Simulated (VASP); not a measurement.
Input of a VASP 6.6.1 run:

File INCAR:

```
SYSTEM = Li2O
ALGO     = Normal         ! electronic algorithm
EDIFF    = 1E-6           ! SCF threshold, eV
ENCUT    = 750            ! plane-wave cutoff, eV
GGA      = PE             ! functional
GGA_COMPAT= .False.      
ISIF     = 2              ! what is computed and relaxed
ISMEAR   = 0              ! smearing method
LASPH    = .True.         ! aspherical terms in the spheres
LCHARG   = .False.        ! write CHGCAR
LREAL    = .False.        ! projectors in reciprocal space
LWAVE    = .False.        ! write WAVECAR
NBANDS   = 13             ! bands
NELM     = 120            ! most SCF steps
PREC     = Accurate       ! precision mode
SIGMA    = 0.02           ! smearing width, eV
```

Contents of KPOINTS:

```
k-points
0
Gamma
  8 8 8
  0 0 0
```

File POSCAR:

```
Li2O
1.0
    0.0000000000      2.3131140362      2.3131140362
    2.3131140362      0.0000000000      2.3131140362
    2.3131140362      2.3131140362      0.0000000000
Li O
2 1
Direct
    0.7500000000      0.7500000000      0.7500000000
    0.2500000000      0.2500000000      0.2500000000
    0.0000000000      0.0000000000      0.0000000000
```

Potentials or basis: VASP PAW PBE potentials, release 64 (Li_sv, O).

Launch:

```console
$ cat potpaw_PBE.64/Li_sv/POTCAR potpaw_PBE.64/O/POTCAR > POTCAR
$ mpirun -np 1 vasp_std > vasp.out
```

Task: What does it give for the pressure?

Result: -0.3 GPa.

Task: Estimate the band gap on the k mesh.

Result: 4.97 eV (least direct gap 5.23 eV).

A k mesh can miss the band edges.
